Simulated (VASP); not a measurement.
# Ni (Pm-3m) in VASP: notebook, part 3 of 3

VASP 6.6.1.

### Step 4. Single point, PBE, collinear spin, ferromagnetic start (11.05 Å³/atom)

This run uses another cell than the first one, of 11.05 Å³/atom.

INCAR

```
PREC     = Accurate       # precision mode
ENCUT    = 520            # plane-wave cutoff, eV
EDIFF    = 1E-7           # SCF threshold, eV
ISMEAR   = -1             # smearing method
SIGMA    = 0.05           # smearing width, eV
LREAL    = F              # projectors in reciprocal space
LASPH    = T              # aspherical terms in the spheres
NELM     = 150            # most SCF steps
ALGO     = Normal         # electronic algorithm
ISIF     = 2              # what is computed and relaxed
LWAVE    = F              # write WAVECAR
LCHARG   = F              # write CHGCAR
ISPIN    = 2              # spin polarisation
MAGMOM   = -0.569 -0.569  # initial moments
LORBIT   = 11             # projections on sites
LMAXMIX  = 4              # l up to which the mixer works
GGA      = PE             # functional
NBANDS   = 21             # bands
```

KPOINTS

```
Automatic mesh
0
Gamma
  19 19 19
```

POSCAR

```
Ni
1.0
    0.0000000000      2.2271820336      2.2271820336
    2.2271820336      0.0000000000      2.2271820336
    2.2271820336      2.2271820336      0.0000000000
Ni
2
Direct
    0.0000000000      0.0000000000      0.0000000000
    0.5000000000      0.5000000000      0.5000000000
```

Potentials or basis: VASP PAW PBE potentials, release 64 (Ni).

Started as:

```bash
> cat potpaw_PBE.64/Ni/POTCAR > POTCAR
> mpirun -np 1 vasp_std > vasp.out
```

OUTCAR:

```text
PREC = Accurate
   ENCUT = 520
   EDIFF = 1E-7
   ISMEAR = -1
   LREAL = F
   LASPH = T
   NELM = 150
   ISIF = 2
   ISPIN = 2
   LORBIT = 11
   GGA = PE

 ion  position               nearest neighbor table
   1  0.000  0.000  0.000-   2 2.23   2 2.23   2 2.23   2 2.23   2 2.23   2 2.23
   2  0.500  0.500  0.500-   1 2.23   1 2.23   1 2.23   1 2.23   1 2.23   1 2.23

  LATTYP: Found a face centered cubic cell.
 ALAT       =     4.4543640672

  Lattice vectors:

[... 1393 lines left out ...]
  in kB      258.6429614    258.6429614    258.6429614     -0.0000000     -0.0000000      0.0000000
  external PRESSURE =     258.6429614 kB  Pullay stress =       0.0000000 kB

 VOLUME and BASIS-vectors are now :
 -----------------------------------------------------------------------------
  energy-cutoff  :      520.00
  volume of cell :       22.10
      direct lattice vectors                 reciprocal lattice vectors
     0.000000000  2.227182034  2.227182034    -0.224498937  0.224498937  0.224498937
     2.227182034  0.000000000  2.227182034     0.224498937 -0.224498937  0.224498937
     2.227182034  2.227182034  0.000000000     0.224498937  0.224498937 -0.224498937

 POSITION                                       TOTAL-FORCE (eV/Angst)
 -----------------------------------------------------------------------------------
      0.00000      0.00000      0.00000        -0.000000      0.000000     -0.000000
      2.22718      2.22718      2.22718         0.000000     -0.000000      0.000000
 -----------------------------------------------------------------------------------
    total drift:                                0.000000     -0.000000      0.000000

  FREE ENERGIE OF THE ION-ELECTRON SYSTEM (eV)
  ---------------------------------------------------
  free  energy   TOTEN  =        -9.3424138538 eV

  energy  without entropy=       -9.3145141670  energy(sigma->0) =       -9.32846401

 total charge

# of ion       s       p       d       tot
------------------------------------------
    1        0.562   0.482   8.425   9.470
    2        0.562   0.482   8.425   9.470
--------------------------------------------------
tot          1.124   0.965  16.850  18.939

 magnetization (x)

# of ion       s       p       d       tot
------------------------------------------
    1       -0.001   0.001  -0.419  -0.419
    2       -0.001   0.001  -0.419  -0.419
--------------------------------------------------
tot         -0.002   0.002  -0.837  -0.837
```

It took 63 s on 1 thread of Intel Xeon 6975P-C (Granite Rapids), shared host; peak memory 0.26 GiB.

Results:

- Free energy: -9.3424 eV
- Pressure: 25.9 GPa
- Net moment: -0.84 μB per cell
- Site moments: Ni -0.42 μB
- Valence electrons inside the program's atomic spheres: Ni 9.47

Caveat: the cell stands under pressure.

### Step 5. Single point, PBE, collinear spin, ferromagnetic start (11.55 Å³/atom)

This run uses another cell than the first one, of 11.55 Å³/atom.

INCAR

```
SYSTEM = Ni
  PREC = Accurate
  ENCUT = 520
  EDIFF = 1E-6
  ISMEAR = -1
  SIGMA = 0.05
  LREAL = .FALSE.
  LASPH = .TRUE.
  NELM = 150
  ALGO = Normal
  ISIF = 2
  LWAVE = .FALSE.
  LCHARG = .FALSE.
  ISPIN = 2
  MAGMOM = -0.569 -0.569
  LORBIT = 11
  LMAXMIX = 4
  GGA = PE
  NBANDS = 21
```

KPOINTS

```
Automatic mesh
0
G
  19 19 19
  0 0 0
```

POSCAR

```
Ni
1.0
    0.0000000000      2.2604284580      2.2604284580
    2.2604284580      0.0000000000      2.2604284580
    2.2604284580      2.2604284580      0.0000000000
Ni
2
Direct
    0.0000000000      0.0000000000      0.0000000000
    0.5000000000      0.5000000000      0.5000000000
```

Potentials or basis: VASP PAW PBE potentials, release 64 (Ni).

Started as:

```bash
> cat potpaw_PBE.64/Ni/POTCAR > POTCAR
> mpirun -np 1 vasp_std > vasp.out
```

OUTCAR:

```text
SYSTEM = Ni
   PREC = Accurate
   ENCUT = 520
   EDIFF = 1E-6
   ISMEAR = -1
   LREAL = .FALSE.
   LASPH = .TRUE.
   NELM = 150
   ISIF = 2
   ISPIN = 2
   LORBIT = 11
   GGA = PE

 ion  position               nearest neighbor table
   1  0.000  0.000  0.000-   2 2.26   2 2.26   2 2.26   2 2.26   2 2.26   2 2.26
   2  0.500  0.500  0.500-   1 2.26   1 2.26   1 2.26   1 2.26   1 2.26   1 2.26

  LATTYP: Found a face centered cubic cell.
 ALAT       =     4.5208569160

  Lattice vectors:

 A1 = (   0.0000000000,   2.2604284580,   2.2604284580)
 A2 = (   2.2604284580,   0.0000000000,   2.2604284580)
 A3 = (   2.2604284580,   2.2604284580,   0.0000000000)

Analysis of symmetry for initial positions (statically):
=====================================================================
 Subroutine PRICEL returns following result:

  LATTYP: Found a simple cubic cell.
 ALAT       =     2.2604284580
[... 12 lines left out ...]
 Subroutine GETGRP returns: Found 48 space group operations
[... 791 lines left out ...]
      5       4.9833      1.00000
      6       4.9833      1.00000
[... 565 lines left out ...]
     20      30.5925      0.00000
     21      33.5053      0.00000

 [... further k-points ...]

------------------------ aborting loop because EDIFF is reached ----------------------------------------

  FORCE on cell =-STRESS in cart. coord.  units (eV):
  Direction    XX          YY          ZZ          XY          YZ          ZX
  --------------------------------------------------------------------------------------
  -------------------------------------------------------------------------------------
  Total        2.2292040      2.2292040      2.2292040     -0.0000000     -0.0000000     -0.0000000
  in kB      154.6173090    154.6173090    154.6173090     -0.0000000     -0.0000000     -0.0000000
  external PRESSURE =     154.6173090 kB  Pullay stress =       0.0000000 kB

 VOLUME and BASIS-vectors are now :
 -----------------------------------------------------------------------------
  energy-cutoff  :      520.00
  volume of cell :       23.10
      direct lattice vectors                 reciprocal lattice vectors
     0.000000000  2.260428458  2.260428458    -0.221197003  0.221197003  0.221197003
     2.260428458  0.000000000  2.260428458     0.221197003 -0.221197003  0.221197003
     2.260428458  2.260428458  0.000000000     0.221197003  0.221197003 -0.221197003

 POSITION                                       TOTAL-FORCE (eV/Angst)
 -----------------------------------------------------------------------------------
      0.00000      0.00000      0.00000         0.000000      0.000000     -0.000000
      2.26043      2.26043      2.26043        -0.000000     -0.000000      0.000000
 -----------------------------------------------------------------------------------
    total drift:                                0.000000     -0.000000      0.000000

  FREE ENERGIE OF THE ION-ELECTRON SYSTEM (eV)
  ---------------------------------------------------
  free  energy   TOTEN  =        -9.4705682120 eV

  energy  without entropy=       -9.4411744164  energy(sigma->0) =       -9.45587131

 total charge

# of ion       s       p       d       tot
------------------------------------------
    1        0.543   0.448   8.398   9.389
    2        0.543   0.448   8.398   9.389
--------------------------------------------------
tot          1.086   0.896  16.796  18.778

 magnetization (x)

# of ion       s       p       d       tot
------------------------------------------
    1       -0.001   0.001  -0.453  -0.452
    2       -0.001   0.001  -0.453  -0.452
--------------------------------------------------
tot         -0.002   0.003  -0.906  -0.904
```

It took 54 s on 1 thread of Intel Xeon 6975P-C (Granite Rapids), shared host; peak memory 0.25 GiB.

Results:

- Free energy: -9.4706 eV
- Pressure: 15.5 GPa
- Net moment: -0.90 μB per cell
- Site moments: Ni -0.45 μB
- Valence electrons inside the program's atomic spheres: Ni 9.39

Caveat: the cell stands under pressure.

### Step 6. Single point, PBE, collinear spin, ferromagnetic start (12.05 Å³/atom)

This run uses another cell than the first one, of 12.05 Å³/atom.

INCAR

```
SYSTEM = Ni
PREC = Accurate ; ENCUT = 520
EDIFF = 1E-6 ; ISMEAR = -1
SIGMA = 0.05 ; LREAL = .False.
LASPH = .True. ; NELM = 150
ALGO = Normal ; ISIF = 2
LWAVE = .False. ; LCHARG = .False.
ISPIN = 2 ; MAGMOM = -0.569 -0.569
LORBIT = 11 ; LMAXMIX = 4
GGA = PE ; NBANDS = 21
```

KPOINTS

```
regular mesh
0
Gamma
  19 19 19
  0 0 0
```

POSCAR

```
Ni
1.0
    0.0000000000      2.2927246565      2.2927246565
    2.2927246565      0.0000000000      2.2927246565
    2.2927246565      2.2927246565      0.0000000000
Ni
2
Direct
    0.0000000000      0.0000000000      0.0000000000
    0.5000000000      0.5000000000      0.5000000000
```

Potentials or basis: VASP PAW PBE potentials, release 64 (Ni).

Started as:

```bash
> cat potpaw_PBE.64/Ni/POTCAR > POTCAR
> mpirun -np 1 vasp_std > vasp.out
```

It took 3.1 min on 1 thread of Intel Xeon 8259CL, shared host; peak memory 0.27 GiB.

Results (log left out):

```
Free energy                                           : -9.5406 eV
Pressure                                              : 7.2 GPa
Net moment                                            : -0.97 μB per cell
Site moments                                          : Ni -0.49 μB
Valence electrons inside the program's atomic spheres : Ni 9.32
```

Levels at points of the mesh, in eV from the Fermi level:
Spin up:
| k point | band 7 | band 8 | band 9 | band 10 | band 11 | band 12 |
| --- | --- | --- | --- | --- | --- | --- |
| (0.00, 0.00, 0.00) | 0.28 | 0.28 | 0.28 | 1.04 | 1.04 | 12.26 |
Spin down:
```
           k point  band 8  band 9  band 10  band 11  band 12  band 13
(0.00, 0.00, 0.00)   -0.32   -0.32     0.55     0.55    12.18    12.18
```

Caveat: the cell stands under pressure.

### Step 7. Overview

```csv
task,spin,cell,k mesh,cutoff (eV),gap on the mesh (eV),pressure (GPa),moment (μB)
single point,"collinear, antiferromagnetic start","a = 3.287 Å, angles 60.0°, 2 atoms",12 × 12 × 12,520,none,0.0,0.00
relaxation of cell and atoms,"collinear, antiferromagnetic start","relaxed from a = 3.221 Å, angles 60.0°, 2 atoms",12 × 12 × 12,600,none,0.1,0.00
single point,"collinear, ferromagnetic start","a = 3.150 Å, angles 60.0°, 2 atoms",19 × 19 × 19,520,none,25.9,0.84
single point,"collinear, ferromagnetic start","a = 3.197 Å, angles 60.0°, 2 atoms",19 × 19 × 19,520,none,15.5,0.90
single point,"collinear, ferromagnetic start","a = 3.242 Å, angles 60.0°, 2 atoms",19 × 19 × 19,520,none,7.2,0.97
```

Alike in all rows: level PBE; potentials or basis VASP PAW PBE potentials, release 64 (Ni); smearing fermi-dirac 0.05 eV.

Caveats: the cell stands under pressure (at least some runs); the moments typed at the start vanished in this run (at least some runs).

Total energies depend on the potentials used, so only differences within one code and one set of settings carry meaning.
